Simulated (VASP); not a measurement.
**SbSe2: single point with PBE**

SbSe2:

```
CELL_PARAMETERS angstrom
0.00000 3.64253 3.64253
3.64253 0.00000 3.64253
3.64253 3.64253 0.00000
ATOMIC_POSITIONS crystal
Sb 0.50000 0.50000 0.50000
Se 0.00000 0.00000 0.00000
Se 0.75000 0.75000 0.75000
```

- Program: VASP 6.6.1
- Task: single point
- Functional: PBE
- Potentials or basis: VASP PAW PBE potentials, release 64 (Sb, Se)
- Cutoff: 520 eV
- k mesh: 4 × 4 × 4
- Occupations: gaussian, width 0.1 eV
- Spin: no spin polarisation
- Dipole correction: no
- Further INCAR settings: ALGO = Normal; EDIFF = 1e-07; NBANDS = 16

The pressure is -6.3 GPa.

Levels at points of the mesh, in eV from the Fermi level:
| k point | band 5 | band 6 | band 7 | band 8 | band 9 | band 10 | band 11 | band 12 |
| --- | --- | --- | --- | --- | --- | --- | --- | --- |
| (0.00, 0.00, 0.00) | -2.92 | -2.92 | -2.18 | -2.18 | -2.18 | 1.34 | 1.34 | 1.34 |
| (0.50, 0.00, 0.00) | -3.64 | -2.79 | -1.46 | -1.46 | -0.56 | 1.29 | 1.40 | 1.40 |
| (0.50, 0.50, 0.00) | -4.52 | -2.67 | -1.14 | 0.30 | 0.30 | 1.48 | 1.75 | 1.75 |

Run time: 10 s on 1 thread of Intel(R) Xeon(R) 6975P-C (Granite Rapids) (shared host), peak memory 0.23 GiB.

Caveat: the k points lie up to 0.37 Å⁻¹ apart; spin-orbit coupling is left out, which moves the levels of the heavy elements.
